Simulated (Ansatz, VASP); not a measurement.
# One calculation of ZnS, two programs

The input INCAR:

```
PREC = Accurate
ENCUT = 520
EDIFF = 1E-6
ISMEAR = 0
SIGMA = 0.02
LREAL = F
LASPH = T
NELM = 60
ALGO = Normal
ISIF = 2
LWAVE = F
LCHARG = F
GGA = PE
NBANDS = 16
```

Contents of KPOINTS:

```
regular mesh
0
Gamma
  8 8 8
```

Contents of POSCAR:

```
ZnS
1.0
    0.0000000000      2.7214945947      2.7214945947
    2.7214945947      0.0000000000      2.7214945947
    2.7214945947      2.7214945947      0.0000000000
Zn S
1 1
Direct
    0.5000000000      0.5000000000      0.5000000000
    0.2500000000      0.2500000000      0.2500000000
```

Input for Ansatz:

```yaml
crystal:
  lattice:
    - [0.0, 2.7214945947, 2.7214945947]
    - [2.7214945947, 0.0, 2.7214945947]
    - [2.7214945947, 2.7214945947, 0.0]
  atoms:
    - { symbol: Zn, position: [0.5, 0.5, 0.5] }
    - { symbol: S, position: [0.25, 0.25, 0.25] }
basis:
  ecutwfc: 420
kpoints:
  mp_grid: { grid: [8, 8, 8] }
  band_path: { path: [VBM, CBM], npoints: 2 }
hamiltonian:
  xc: pbe
scf:
  occupations: { method: gaussian, width: 0.02 }
output:
  forces: false
  stress: false
  eigenvalues: true
checkpoint:
  read: start.run
  write: ck
  compress: false
  write_wavefunctions: false
  write_every: 100000
```

Alike in both runs: task single point; functional PBE; k mesh 8 × 8 × 8; occupations gaussian, width 0.02 eV; no spin polarisation.

|  | VASP | Ansatz |
| --- | --- | --- |
| version | VASP 6.6.1 | Ansatz 0.2.0 |
| potentials or method | VASP PAW PBE potentials, release 64 (Zn, S), cutoff 520 eV | scalar-relativistic, plane waves, PAW |
| valence electrons in the cell | 18 | 18 |

```tsv
	VASP	Ansatz	Ansatz less VASP
gap on the k mesh at the Fermi level (eV)	2.02	2.02	-0.004
least direct gap on the mesh (eV)	2.02	2.02	-0.004
```

With one functional, cell and mesh, what is left measures potentials, basis and numerics.
